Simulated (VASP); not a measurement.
Ti, 2 atoms in the cell. The structure is hexagonal, space group P6_3/mmc (No. 194). The conventional cell has a = 2.910 Å, b = 2.910 Å, c = 4.623 Å, α = 90.00°, β = 90.00°, γ = 120.00°. Within 3.8 Å of Ti (site symmetry -6m2) lie 12 Ti at 2.86 to 2.91 Å. 

* Program: VASP 6.6.1
* Task: single point
* Functional: PBE
* Potentials or basis: VASP PAW PBE potentials, release 64 (Ti_sv)
* Cutoff: 520 eV
* k mesh: 13 × 13 × 7
* Occupations: fermi-dirac, width 0.08 eV
* Spin: no spin polarisation
* Dipole correction: no
* Further INCAR settings: ALGO = Normal; EDIFF = 1e-06; NBANDS = 19

Potentials or basis: VASP PAW PBE potentials, release 64 (Ti_sv).

Run with:

```bash
$ cat potpaw_PBE.64/Ti_sv/POTCAR > POTCAR
$ mpirun -np 1 vasp_std > vasp.out
```

Hardware: 1 thread of Intel Xeon 8259CL, with other jobs on the host.

How long does it take, and how much memory?

Run time: 64 s on 1 thread of Intel Xeon 8259CL, with other jobs on the host, peak memory 0.18 GiB. Counts: scf iterations 13, k points 84.
